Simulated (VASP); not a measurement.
Wanted: the native input for a VASP 6.6.1 run.

* Task: single point
* Functional: PBE
* Potentials or basis: VASP PAW PBE potentials, release 64 (Zr_sv, S)
* Cutoff: 500 eV
* k mesh: 6 × 6 × 3
* Occupations: gaussian, width 0.01 eV
* Spin: no spin polarisation
* Dipole correction: no
* Further INCAR settings: ALGO = Normal; EDIFF = 1e-06; NBANDS = 19

The structure of ZrS2 lies in POSCAR:

```
ZrS2
1.0
    3.6889535774      0.0000000000      0.0000000000
   -1.8444767887      3.1947275114      0.0000000000
    0.0000000000      0.0000000000      6.6502238121
Zr S
1 2
Direct
    0.0000000000      0.0000000000      0.0000000000
    0.6666666667      0.3333333333      0.7826238131
    0.3333333333      0.6666666667      0.2173761869
```

These files were run (other wordings do the same):

INCAR

```
SYSTEM = ZrS2
ALGO     = Normal         ! electronic algorithm
EDIFF    = 1E-6           ! SCF threshold, eV
ENCUT    = 500            ! plane-wave cutoff, eV
GGA      = PE             ! functional
GGA_COMPAT= .False.      
ISIF     = 2              ! what is computed and relaxed
ISMEAR   = 0              ! smearing method
LASPH    = .True.         ! aspherical terms in the spheres
LCHARG   = .False.        ! write CHGCAR
LREAL    = .False.        ! projectors in reciprocal space
LWAVE    = .False.        ! write WAVECAR
NBANDS   = 19             ! bands
NELM     = 120            ! most SCF steps
PREC     = Accurate       ! precision mode
SIGMA    = 0.01           ! smearing width, eV
```

KPOINTS

```
k-points
0
Gamma
  6 6 3
  0 0 0
```

Potentials or basis: VASP PAW PBE potentials, release 64 (Zr_sv, S).

Launch:

```bash
$ cat potpaw_PBE.64/Zr_sv/POTCAR potpaw_PBE.64/S/POTCAR > POTCAR
$ mpirun -np 1 vasp_std > vasp.out
```

Results of the run:

```
Pressure               : 0.0 GPa
Largest force          : 0.008 eV/Å
Band gap on the k mesh : 1.17 eV (least direct gap 1.68 eV)
```

Caveat: this functional lacks dispersion, which binds layers or chains, so the pressure and a relaxed spacing across them are unreliable.

It took 15 s on 1 thread of Intel Xeon 8259CL, with other jobs on the host, peak memory 0.19 GiB.
